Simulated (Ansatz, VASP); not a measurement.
## Two plane-wave programs on ZnS

INCAR

```
SYSTEM = ZnS
ALGO = Normal ; EDIFF = 1E-6
ENCUT = 520 ; GGA = PE
ISIF = 2 ; ISMEAR = 0
LASPH = .TRUE. ; LCHARG = .FALSE.
LREAL = .FALSE. ; LWAVE = .FALSE.
NBANDS = 26 ; NELM = 100
PREC = Accurate ; SIGMA = 0.05
```

KPOINTS

```
k-points
0
G
  12 12 6
  0 0 0
```

The input POSCAR:

```
ZnS
1.0
    3.8109987816      0.0000000000     -0.1143299634
   -1.9054993908      3.3004217586      0.0571649817
   -0.1870200000      0.0000000000      6.2340000000
Zn S
2 2
Direct
    0.3333333333      0.6666666667      0.0000000000
    0.6666666667      0.3333333333      0.5000000000
    0.3333333333      0.6666666667      0.3850000000
    0.6666666667      0.3333333333      0.8850000000
```

Input for Ansatz:

```yaml
crystal:
  lattice:
    - [3.8109987816, 0.0, -0.1143299634]
    - [-1.9054993908, 3.3004217586, 0.0571649817]
    - [-0.18702, 0.0, 6.234]
  atoms:
    - { symbol: Zn, position: [0.3333333333, 0.6666666667, 0.0] }
    - { symbol: Zn, position: [0.6666666667, 0.3333333333, 0.5] }
    - { symbol: S, position: [0.3333333333, 0.6666666667, 0.385] }
    - { symbol: S, position: [0.6666666667, 0.3333333333, 0.885] }
basis:
  ecutwfc: 420
kpoints:
  mp_grid: { grid: [12, 12, 6] }
hamiltonian:
  xc: pbe
scf:
  occupations: { method: gaussian, width: 0.05 }
output:
  forces: true
  stress: true
  eigenvalues: true
```

Change from the starting cell: strain -0.0600 x Voigt [0, 0, 0, 0, 1, 0], atoms carried along.

Alike in both runs: task single point; functional PBE; k mesh 12 × 12 × 6; occupations gaussian, width 0.05 eV; no spin polarisation.

```csv
,VASP,Ansatz
version,VASP 6.6.1,Ansatz 0.2.0
potentials or method,"VASP PAW PBE potentials, release 64 (Zn, S), cutoff 520 eV","scalar-relativistic, plane waves, PAW"
valence electrons in the cell,36,36
```

```tsv
	VASP	Ansatz	Ansatz less VASP
gap on the k mesh at the Fermi level (eV)	2.13	2.13	-0.006
least direct gap on the mesh (eV)	2.13	2.13	-0.006
pressure (GPa)	2.6	2.5	-0.16
traceless stress, the component that is largest in VASP (GPa)	2.17	2.17	+0.002
rms of the force components (eV/Å)	0.233	0.231	-0.0024
```

Atom by atom the forces differ by 0.002 eV/Å (rms over components).
